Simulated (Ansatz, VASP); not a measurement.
## CoSi2 in VASP and in Ansatz

Contents of INCAR:

```
PREC = Accurate
ENCUT = 520
EDIFF = 1E-6
ISMEAR = 0
SIGMA = 0.15
LREAL = F
LASPH = T
NELM = 80
ALGO = Fast
ISIF = 2
LWAVE = F
LCHARG = T
GGA = PS
LELF = T
LVHAR = T
NBANDS = 16
```

The input KPOINTS:

```
regular mesh
0
Gamma
  16 16 16
```

POSCAR

```
CoSi2
1.0
    0.0000000000      2.6562539604      2.6562539604
    2.6562539604      0.0000000000      2.6562539604
    2.6562539604      2.6562539604      0.0000000000
Co Si
1 2
Direct
    0.0000000000      0.0000000000      0.0000000000
    0.2500000000      0.2500000000      0.1652942439
    0.7500000000      0.7500000000      0.7500000000
```

Input for Ansatz:

```yaml
crystal:
  lattice:
    - [0.0, 2.6562539604, 2.6562539604]
    - [2.6562539604, 0.0, 2.6562539604]
    - [2.6562539604, 2.6562539604, 0.0]
  atoms:
    - { symbol: Co, position: [0.0, 0.0, 0.0] }
    - { symbol: Si, position: [0.25, 0.25, 0.1652942439] }
    - { symbol: Si, position: [0.75, 0.75, 0.75] }
basis:
  ecutwfc: 420
kpoints:
  mp_grid: { grid: [16, 16, 16] }
hamiltonian:
  xc: pbesol
scf:
  occupations: { method: gaussian, width: 0.15 }
output:
  forces: true
  stress: true
  eigenvalues: true
```

Alike in both runs: task single point; functional PBEsol; k mesh 16 × 16 × 16; occupations gaussian, width 0.15 eV; no spin polarisation.

```csv
,VASP,Ansatz
version,VASP 6.6.1,Ansatz 0.2.0
potentials or method,"VASP PAW PBE potentials, release 64 (Co, Si), cutoff 520 eV","scalar-relativistic, plane waves, PAW"
valence electrons in the cell,17,25
```

```csv
,VASP,Ansatz,Ansatz less VASP
gap on the k mesh at the Fermi level (eV),none,none,-
pressure (GPa),6.8,6.6,-0.17
"traceless stress, the component that is largest in VASP (GPa)",10.05,9.94,-0.115
rms of the force components (eV/Å),1.494,1.472,-0.0219
```

VASP's potentials were made for PBE, not for PBEsol. Atom by atom the forces differ by 0.024 eV/Å (rms over components). A gap of «none» marks a metal or a gap that the smearing closes. VASP's potentials hold 17 valence electrons a cell and Ansatz's 25, so a difference there can come from the potentials and not from the codes.
